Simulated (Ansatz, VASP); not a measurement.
# H in VASP and in Ansatz

File INCAR:

```
ALGO = Normal ; EDIFF = 1E-6
EDIFFG = -0.01 ; ENCUT = 600
GGA = PE ; IBRION = 2
ISIF = 3 ; ISMEAR = 0
LASPH = True ; LCHARG = False
LREAL = False ; LWAVE = False
NELM = 60 ; NSW = 100
PREC = Accurate ; SIGMA = 0.1
```

The input KPOINTS:

```
k-points
0
Gamma
  40 40 40
```

POSCAR

```
H
1.0
    0.0000000000      1.1397638572      1.1397638572
    1.1397638572      0.0000000000      1.1397638572
    1.1397638572      1.1397638572      0.0000000000
H
1
Direct
    0.0000000000      0.0000000000      0.0000000000
```

Input for Ansatz:

```yaml
crystal:
  lattice:
    - [0.0, 1.1397638572, 1.1397638572]
    - [1.1397638572, 0.0, 1.1397638572]
    - [1.1397638572, 1.1397638572, 0.0]
  atoms:
    - { symbol: H, position: [0.0, 0.0, 0.0] }
basis:
  ecutwfc: 420
kpoints:
  mp_grid: { grid: [40, 40, 40] }
hamiltonian:
  xc: pbe
scf:
  occupations: { method: gaussian, width: 0.1 }
output:
  forces: true
  stress: true
  eigenvalues: true
relax:
  adjacent_minimum: "off"
  f_tol: 0.01
  max_steps: 80
  cell: { stress_tol: 0.05 }
```

Alike in both runs: task relaxation of cell and atoms; functional PBE; k mesh 40 × 40 × 40; occupations gaussian, width 0.1 eV; no spin polarisation.

|  | VASP | Ansatz |
| --- | --- | --- |
| version | VASP 6.6.1 | Ansatz 0.2.0 |
| potentials or method | VASP PAW PBE potentials, release 64 (H), cutoff 600 eV | scalar-relativistic, plane waves, PAW |
| valence electrons in the cell | 1 | 1 |

VASP gave:

* gap on the k mesh at the Fermi level, each at its own relaxed structure (eV): none
* relaxed volume (Å³/atom): 2.96
* relaxed cell length with the largest relative difference (Å): 1.612

Problem. What did Ansatz give for the same quantities?

Solution. gap on the k mesh at the Fermi level, each at its own relaxed structure (eV): none; relaxed volume (Å³/atom): 2.97; relaxed cell length with the largest relative difference (Å): 1.614.

A gap of «none» marks a metal or a gap that the smearing closes.

Noted on VASP's run: the relaxation stopped at its first step, so nothing moved.
